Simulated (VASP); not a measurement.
# Ti5W (P4/mmm) in VASP: notebook

Ti5W is run at these levels: PBE; tasks: single point.

Everything below comes from runs of VASP 6.6.1. Logs are shortened: lines on timing, memory, paths and dates and some standing lists are left out, and cuts for length are marked.

### Step 1. The cell of the first run

The structure is tetragonal, space group P4/mmm (No. 123). The conventional cell has a = 2.742 Å, b = 2.742 Å, c = 13.529 Å, α = 90.00°, β = 90.00°, γ = 90.00°. Ti (site symmetry 4mm) has 12 Ti at 2.74 to 2.98 Å within 3.6 Å. Ti (site symmetry 4mm) has 8 Ti at 2.74 to 2.98 Å and 4 W at 2.99 Å within 3.6 Å. Within 3.6 Å of Ti (site symmetry 4/mmm) lie 12 Ti at 2.74 to 2.95 Å. W (site symmetry 4/mmm) has 4 W at 2.74 Å and 8 Ti at 2.99 Å within 3.6 Å.

### Step 2. Single point, PBE

Contents of INCAR:

```
SYSTEM = Ti5W
PREC = Accurate
ENCUT = 520
EDIFF = 1E-6
ISMEAR = 0
SIGMA = 0.1
LREAL = .False.
LASPH = .True.
NELM = 60
ALGO = Fast
ISIF = 2
LWAVE = .False.
LCHARG = .True.
GGA = PE
LELF = .True.
LVHAR = .True.
NBANDS = 46
```

Contents of KPOINTS:

```
Automatic mesh
0
Gamma
  14 14 4
  0 0 0
```

Contents of POSCAR:

```
Ti5W
1.0
    2.7420050805      0.0000000000      0.0000000000
    0.0000000000      2.7420050805      0.0000000000
    0.0000000000      0.0000000000     13.5286156010
Ti W
5 1
Direct
    0.0000000000      0.0000000000      0.6646819676
    0.5000000000      0.5000000000      0.8319884448
    0.5000000000      0.5000000000      0.1680115552
    0.0000000000      0.0000000000      0.3353180324
    0.5000000000      0.5000000000      0.5000000000
    0.0000000000      0.0000000000      0.0000000000
```

Potentials or basis: VASP PAW PBE potentials, release 64 (Ti_sv, W_sv).

Run with:

```bash
$ cat potpaw_PBE.64/Ti_sv/POTCAR potpaw_PBE.64/W_sv/POTCAR > POTCAR
$ mpirun -np 1 vasp_std > vasp.out
```

OUTCAR:

```text
SYSTEM = Ti5W
   PREC = Accurate
   ENCUT = 520
   EDIFF = 1E-6
   ISMEAR = 0
   LREAL = .False.
   LASPH = .True.
   NELM = 60
   ISIF = 2
   GGA = PE

 ion  position               nearest neighbor table
   1  0.000  0.000  0.665-
   2  0.500  0.500  0.832-   6 2.99   6 2.99   6 2.99   6 2.99
   3  0.500  0.500  0.168-   6 2.99   6 2.99   6 2.99   6 2.99
   4  0.000  0.000  0.335-
   5  0.500  0.500  0.500-
   6  0.000  0.000  0.000-   2 2.99   3 2.99   2 2.99   3 2.99   2 2.99   3 2.99   2 2.99   3 2.99

  LATTYP: Found a simple tetragonal cell.
 ALAT       =     2.7420050805
 C/A-ratio  =     4.9338404576

  Lattice vectors:

 A1 = (   2.7420050805,   0.0000000000,   0.0000000000)
 A2 = (   0.0000000000,   2.7420050805,   0.0000000000)
 A3 = (   0.0000000000,   0.0000000000,  13.5286156010)

Analysis of symmetry for initial positions (statically):
=====================================================================
 Subroutine PRICEL returns:
 Original cell was already a primitive cell.

 Routine SETGRP: Setting up the symmetry group for a
 simple tetragonal supercell.

 Subroutine GETGRP returns: Found 16 space group operations
 (whereof 16 operations were pure point group operations)
 out of a pool of 16 trial point group operations.

The static configuration has the point symmetry D_4h.

Analysis of symmetry for dynamics (positions and initial velocities):
=====================================================================
 Subroutine PRICEL returns:
 Original cell was already a primitive cell.

 Routine SETGRP: Setting up the symmetry group for a
 simple tetragonal supercell.

 Subroutine GETGRP returns: Found 16 space group operations
 (whereof 16 operations were pure point group operations)
 out of a pool of 16 trial point group operations.

The dynamic configuration has the point symmetry D_4h.

 Subroutine INISYM returns: Found 16 space group operations
 (whereof 16 operations are pure point group operations),
 and found     1 'primitive' translations

----------------------------------------------------------------------------------------

                                     Primitive cell

  volume of cell :     101.7161

  direct lattice vectors                    reciprocal lattice vectors
     2.742005080  0.000000000  0.000000000     0.364696626  0.000000000  0.000000000
     0.000000000  2.742005080  0.000000000     0.000000000  0.364696626  0.000000000
     0.000000000  0.000000000 13.528615601     0.000000000  0.000000000  0.073917393

  length of vectors
     2.742005080  2.742005080 13.528615601     0.364696626  0.364696626  0.073917393

  position of ions in fractional coordinates (direct lattice)
     0.000000000  0.000000000  0.664681968
     0.500000000  0.500000000  0.831988445
     0.500000000  0.500000000  0.168011555
     0.000000000  0.000000000  0.335318032
     0.500000000  0.500000000  0.500000000
     0.000000000  0.000000000  0.000000000

  ion indices of the primitive-cell ions
   primitive index   ion index
                 1           1
                 2           2
                 3           3
                 4           4
                 5           5
                 6           6

----------------------------------------------------------------------------------------

 KPOINTS: Automatic mesh

Automatic generation of k-mesh.
 Grid dimensions read from file:
 generate k-points for:   14   14    4

 Generating k-lattice:

  Cartesian coordinates                     Fractional coordinates (reciprocal lattice)
     0.026049759  0.000000000  0.000000000     0.071428571  0.000000000  0.000000000
     0.000000000  0.026049759  0.000000000     0.000000000  0.071428571  0.000000000
     0.000000000  0.000000000  0.018479348     0.000000000  0.000000000  0.250000000

  Length of vectors
     0.026049759  0.026049759  0.018479348

  Shift w.r.t. Gamma in fractional coordinates (k-lattice)
     0.000000000  0.000000000  0.000000000

 Subroutine IBZKPT returns following result:
 ===========================================

 Found    108 irreducible k-points:

 Following reciprocal coordinates:
            Coordinates               Weight
  0.000000  0.000000  0.000000      1.000000
  0.071429  0.000000  0.000000      4.000000
  0.142857  0.000000  0.000000      4.000000
  0.214286  0.000000  0.000000      4.000000
  0.285714  0.000000  0.000000      4.000000
  0.357143  0.000000  0.000000      4.000000
[... 16 lines left out ...]
  0.285714  0.214286  0.000000      8.000000
  0.357143  0.214286  0.000000      8.000000
 [... further k-points ...]
   k-points           NKPTS =    108   k-points in BZ     NKDIM =    108   number of bands    NBANDS=     46
   number of dos      NEDOS =    301   number of ions     NIONS =      6
   total plane-waves  NPLWV =  43200
   dimension x,y,z NGX =    20 NGY =   20 NGZ =  108
   dimension x,y,z NGXF=    40 NGYF=   40 NGZF=  216
   ions per type =               5   1
   NGX,Y,Z   is equivalent  to a cutoff of  12.13, 12.13, 13.27 a.u.
   NGXF,Y,Z  is equivalent  to a cutoff of  24.25, 24.25, 26.54 a.u.
 SYSTEM =  Ti5W
   PREC   = accura    normal or accurate (medium, high low for compatibility)
   ISTART =      0    job   : 0-new  1-cont  2-samecut
   ICHARG =      2    charge: 1-file 2-atom 10-const
   ISPIN  =      1    spin polarized calculation?
   LNONCOLLINEAR =      F non collinear calculations
   LSORBIT =      F    spin-orbit coupling
   LASPH  =      T    aspherical Exc in radial PAW
   ENCUT  =  520.0 eV  38.22 Ry    6.18 a.u.   5.10  5.10 25.15*2*pi/ulx,y,z
   NELM   =     60;   NELMIN=  2; NELMDL= -5     # of ELM steps
   EDIFF  = 0.1E-05   stopping-criterion for ELM
   LREAL  =      F    real-space projection
   EDIFFG = 0.1E-04   stopping-criterion for IOM
   NSW    =      0    number of steps for IOM
   IBRION =     -1    ionic relax: 0-MD 1-quasi-New 2-CG
   NFREE  =      0    steps in history (QN), initial steepest desc. (CG)
   ISIF   =      2    stress and relaxation
   ISYM   =      2    0-nonsym 1-usesym 2-fastsym
   POTIM  = 0.5000    time-step for ionic-motion
   TEBEG  =    0.0;   TEEND  =   0.0 temperature during run
   PSTRESS=    0.0 pullay stress
   NELECT =      74.0000    total number of electrons
   NUPDOWN=      -1.0000    fix difference up-down
   EMIN   =  10.00;   EMAX   =-10.00  energy-range for DOS
   EFERMI =   0.00;   METHOD = LEGACY
   ISMEAR =     0;   SIGMA  =   0.10  broadening in eV -4-tet -1-fermi 0-gaus
   EFERMI_NEDOS =   21; number of points for ismear=-14 and -15
   IALGO  =     68    algorithm
   IMIX   =      4    mixing-type and parameters
     AMIX     =   0.40;   BMIX     =  1.00
     AMIX_MAG =   1.60;   BMIX_MAG =  1.00
  volume/ion in A,a.u.               =      16.95       114.40
  Fermi-wavevector in a.u.,A,eV,Ry     =   1.472387  2.782409 29.496409  2.167925
  Thomas-Fermi vector in A             =   2.587408
   LORBIT       =      0    0 simple, 1 ext, 2 COOP (PROOUT), +10 PAW based schemes
   GGA     = PE    functional components
   LHFCALC =     F    Hartree Fock is set to
   AEXX    =    0.0000 exact exchange contribution
   IVDW    =     0    specifies the selected vdW correction
   LEPSILON=     F    determine dielectric tensor
   LRPA    =     F    only Hartree local field effects (RPA)
 non-spin polarized calculation
 RMM-DIIS sequential band-by-band and
 Gauss-broadening in eV      SIGMA  =   0.10
  energy-cutoff  :      520.00
  volume of cell :      101.72
 maximum number of plane-waves:      2770
   NGX = 11   NGY = 11   NGZ = 51

 number of electron      74.0000040 magnetization

 Free energy of the ion-electron system (eV)
  ---------------------------------------------------
  ext. energy  EPLUGINS =         0.00000000
  ---------------------------------------------------
  free energy    TOTEN  =       -51.43483445 eV

  energy without entropy =      -51.37849095  energy(sigma->0) =      -51.40666270

 E-fermi :   8.6738     XC(G=0): -11.8906

 val. band max:        8.6736041604   @ k =   0.2143   0.0714   0.2500
 cond. band min:       8.6758817930   @ k =   0.2857   0.0000   0.2500
 fundamental gap:      0.0022776326
 Fermi energy:         8.6737636228

 k-point     1 :       0.0000    0.0000    0.0000
  band No.  band energies     occupation
      1     -65.0320      2.00000
      2     -47.9626      2.00000
      3     -47.9610      2.00000
      4     -47.8991      2.00000
      5     -47.8417      2.00000
      6     -47.8051      2.00000
[... 38 lines left out ...]
     45      10.4998      0.00000
     46      10.5208      0.00000

 k-point     2 :       0.0714    0.0000    0.0000
  band No.  band energies     occupation
      1     -65.0291      2.00000
      2     -47.9582      2.00000
      3     -47.9567      2.00000
      4     -47.8944      2.00000
      5     -47.8382      2.00000
      6     -47.8025      2.00000
[... 38 lines left out ...]
     45      10.5148      0.00000
     46      10.6336      0.00000

 k-point     3 :       0.1429    0.0000    0.0000
  band No.  band energies     occupation
      1     -65.0210      2.00000
      2     -47.9457      2.00000
      3     -47.9447      2.00000
      4     -47.8811      2.00000
      5     -47.8282      2.00000
      6     -47.7953      2.00000
[... 38 lines left out ...]
     45      10.5348      0.00000
     46      10.6198      0.00000

 k-point     4 :       0.2143    0.0000    0.0000
  band No.  band energies     occupation
      1     -65.0094      2.00000
      2     -47.9278      2.00000
      3     -47.9271      2.00000
      4     -47.8611      2.00000
      5     -47.8137      2.00000
      6     -47.7854      2.00000
[... 920 lines left out ...]
     45      10.4284      0.00000
     46      10.5111      0.00000

 k-point    23 :       0.2857    0.2143    0.0000
  band No.  band energies     occupation
      1     -64.9741      2.00000
      2     -47.8762      2.00000
      3     -47.8761      2.00000
      4     -47.8018      2.00000
      5     -47.7687      2.00000
      6     -47.7522      2.00000
[... 38 lines left out ...]
     45      10.4410      0.00000
     46      10.6906      0.00000

 k-point    24 :       0.3571    0.2143    0.0000
  band No.  band energies     occupation
      1     -64.9625      2.00000
      2     -47.8593      2.00000
      3     -47.8592      2.00000
      4     -47.7799      2.00000
      5     -47.7538      2.00000
      6     -47.7435      2.00000
[... 38 lines left out ...]
     45      10.4024      0.00000
     46      10.4847      0.00000

 [... further k-points ...]

------------------------ aborting loop because EDIFF is reached ----------------------------------------

  FORCE on cell =-STRESS in cart. coord.  units (eV):
  Direction    XX          YY          ZZ          XY          YZ          ZX
  --------------------------------------------------------------------------------------
  -------------------------------------------------------------------------------------
  Total       -0.1437936     -0.1437936     -0.1989538      0.0000000     -0.0000000      0.0000000
  in kB       -2.2649582     -2.2649582     -3.1338125      0.0000000     -0.0000000      0.0000000
  external PRESSURE =      -2.5545763 kB  Pullay stress =       0.0000000 kB

 VOLUME and BASIS-vectors are now :
 -----------------------------------------------------------------------------
  energy-cutoff  :      520.00
  volume of cell :      101.72
      direct lattice vectors                 reciprocal lattice vectors
     2.742005080  0.000000000  0.000000000     0.364696626  0.000000000  0.000000000
     0.000000000  2.742005080  0.000000000     0.000000000  0.364696626  0.000000000
     0.000000000  0.000000000 13.528615601     0.000000000  0.000000000  0.073917393

 POSITION                                       TOTAL-FORCE (eV/Angst)
 -----------------------------------------------------------------------------------
      0.00000      0.00000      8.99223         0.000000      0.000000      0.000434
      1.37100      1.37100     11.25565        -0.000000     -0.000000     -0.006869
      1.37100      1.37100      2.27296         0.000000     -0.000000      0.006869
      0.00000      0.00000      4.53639        -0.000000      0.000000     -0.000434
      1.37100      1.37100      6.76431        -0.000000     -0.000000      0.000000
      0.00000      0.00000      0.00000        -0.000000     -0.000000      0.000000
 -----------------------------------------------------------------------------------
    total drift:                               -0.000000     -0.000000      0.000000

  FREE ENERGIE OF THE ION-ELECTRON SYSTEM (eV)
  ---------------------------------------------------
  free  energy   TOTEN  =       -51.4348344502 eV

  energy  without entropy=      -51.3784909477  energy(sigma->0) =      -51.40666270
```

Wall time 13 min (1 thread of Intel Xeon 6975P-C (Granite Rapids), shared host); peak memory 0.49 GiB.

What came out:

```yaml
Free_energy: -51.4348 eV
Pressure: -0.3 GPa
Largest_force: 0.007 eV/Å
Band_gap_on_the_k_mesh: zero (bands 37 and 38 overlap by 0.94 eV)
```

Forces on the atoms (eV/Å):
```
Ti   0.000  0.000  0.000
Ti   0.000  0.000 -0.007
Ti   0.000  0.000  0.007
Ti   0.000  0.000  0.000
Ti   0.000  0.000  0.000
W    0.000  0.000  0.000
```

Caveat: spin-orbit coupling is left out, which moves the levels of the heavy elements.

(Continued in part 2 of 2.)
